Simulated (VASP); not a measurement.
A run of VASP 6.6.1:

Contents of POSCAR:

```
Ga2O3
1.0
    6.1070000000     -1.5185500000      0.0000000000
    6.1070000000      1.5185500000      0.0000000000
   -1.3859889000      0.0000000000      5.6300087400
Ga O
4 6
Direct
    0.0905000000      0.0905000000      0.7946000000
    0.9095000000      0.9095000000      0.2054000000
    0.6586600000      0.6586600000      0.3140200000
    0.3413400000      0.3413400000      0.6859800000
    0.1645000000      0.1645000000      0.1098000000
    0.8355000000      0.8355000000      0.8902000000
    0.1733000000      0.1733000000      0.5632000000
    0.8267000000      0.8267000000      0.4368000000
    0.4959000000      0.4959000000      0.2566000000
    0.5041000000      0.5041000000      0.7434000000
```

The input INCAR.step1:

```
SYSTEM = Ga2O3
PREC = Accurate ; ENCUT = 520
ISMEAR = 0 ; SIGMA = 0.1
LREAL = .False. ; LASPH = .True.
NELM = 80 ; NBANDS = 55
GGA = PE ; ALGO = Normal
EDIFF = 1E-4 ; LWAVE = .True.
LCHARG = .False.
```

INCAR.step2

```
SYSTEM = Ga2O3
PREC = Accurate ; ENCUT = 520
EDIFF = 1E-7 ; ISMEAR = 0
SIGMA = 0.1 ; LREAL = .False.
LASPH = .True. ; NELM = 80
ALGO = Normal ; ISIF = 2
LWAVE = .False. ; LCHARG = .True.
METAGGA = R2SCAN ; LMIXTAU = .True.
LELF = .True. ; LVHAR = .True.
NBANDS = 55 ; ISTART = 1
```

The input KPOINTS:

```
Automatic mesh
0
Gamma
  6 6 4
  0 0 0
```

Potentials or basis: VASP PAW PBE potentials, release 64 (Ga_d, O).

Launch:

```bash
$ cat potpaw_PBE.64/Ga_d/POTCAR potpaw_PBE.64/O/POTCAR > POTCAR
$ cp INCAR.step1 INCAR
$ mpirun -np 1 vasp_std > vasp.out
$ cp INCAR.step2 INCAR
$ mpirun -np 1 vasp_std > vasp.out
```

Hardware: 1 thread of Oxide Virtual Turin-like Processor, on a shared host.

Problem. How long does it take, and how much memory?

Solution. Run time: 47 min on 1 thread of Oxide Virtual Turin-like Processor, on a shared host, peak memory 0.45 GiB. Counts: k points 47.
